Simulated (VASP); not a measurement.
**Zr: single point with LDA**

Zr:

```
Zr
1.0
    -1.78912    1.78912    1.78912
     1.78912   -1.78912    1.78912
     1.78912    1.78912   -1.78912
Zr
1
Direct
  0.00000 0.00000 0.00000
```

This cell differs from its parent crystal: volume scaled by 1.08.

* Program: VASP 6.6.1
* Task: single point
* Functional: LDA
* Potentials or basis: VASP PAW LDA potentials, release 64 (Zr_sv)
* Cutoff: 520 eV
* k mesh: 21 × 21 × 21
* Occupations: fermi-dirac, width 0.1 eV
* Spin: no spin polarisation
* Dipole correction: no
* Further INCAR settings: ALGO = Normal; EDIFF = 1e-07; NBANDS = 12

```
Pressure               : -6.7 GPa
Band gap on the k mesh : zero (band 6 reaches 9.78 eV, above the bottom of band 7 at 7.94 eV)
```

Levels at points of the mesh, in eV from the Fermi level:
```csv
k point,band 3,band 4,band 5,band 6,band 7,band 8,band 9,band 10
"(0.00, 0.00, 0.00)",-25.80,-25.80,-5.36,1.10,1.10,1.10,3.63,3.63
```

It took 35 s on 1 thread of Intel(R) Xeon(R) Platinum 8488C (Sapphire Rapids) (shared host), peak memory 0.19 GiB.
